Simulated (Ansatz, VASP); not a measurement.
## Mn: VASP beside Ansatz

File INCAR:

```
PREC = Accurate ; ENCUT = 600
EDIFF = 1E-7 ; ISMEAR = 0
SIGMA = 0.1 ; LREAL = F
LASPH = T ; NELM = 60
ALGO = Fast ; ISIF = 3
LWAVE = F ; LCHARG = F
GGA = PS ; IBRION = 2
NSW = 80 ; EDIFFG = -0.01
```

Contents of KPOINTS:

```
Automatic mesh
0
Gamma
  12 12 18
```

POSCAR

```
Mn
1.0
    3.8434356661      0.0000000000      0.0000000000
   -1.9217178330      3.3285129246      0.0000000000
    0.0000000000      0.0000000000      2.4303097307
Mn
3
Direct
    0.0000000000      0.0000000000      0.0000000000
    0.3333333333      0.6666666667      0.5000000000
    0.6666666667      0.3333333333      0.5000000000
```

Input for Ansatz:

```yaml
crystal:
  lattice:
    - [3.8434356661, 0.0, 0.0]
    - [-1.921717833, 3.3285129246, 0.0]
    - [0.0, 0.0, 2.4303097307]
  atoms:
    - { symbol: Mn, position: [0.0, 0.0, 0.0] }
    - { symbol: Mn, position: [0.3333333333, 0.6666666667, 0.5] }
    - { symbol: Mn, position: [0.6666666667, 0.3333333333, 0.5] }
basis:
  ecutwfc: 420
kpoints:
  mp_grid: { grid: [12, 12, 18] }
hamiltonian:
  xc: pbesol
scf:
  occupations: { method: gaussian, width: 0.1 }
output:
  forces: true
  stress: true
  eigenvalues: true
relax:
  adjacent_minimum: "off"
  f_tol: 0.01
  max_steps: 60
  cell: { stress_tol: 0.1 }
```

Alike in both runs: task relaxation of cell and atoms; functional PBEsol; k mesh 12 × 12 × 18; occupations gaussian, width 0.1 eV; no spin polarisation.

```csv
,VASP,Ansatz
version,VASP 6.6.1,Ansatz 0.2.0
potentials or method,"VASP PAW PBE potentials, release 64 (Mn_pv), cutoff 600 eV","scalar-relativistic, plane waves, PAW"
valence electrons in the cell,39,45
```

|  | VASP | Ansatz | Ansatz less VASP |
| --- | --- | --- | --- |
| gap on the k mesh at the Fermi level, each at its own relaxed structure (eV) | none | none | - |
| relaxed volume (Å³/atom) | 10.38 | 10.38 | -0.002 |
| relaxed length of the cell vector where the two differ most in proportion (Å) | 2.424 | 2.424 | +0.0007 |

VASP's potentials were made for PBE, not for PBEsol. A gap of «none» marks a metal or a gap that the smearing closes. VASP's potentials hold 39 valence electrons a cell and Ansatz's 45, so a difference there can come from the potentials and not from the codes.
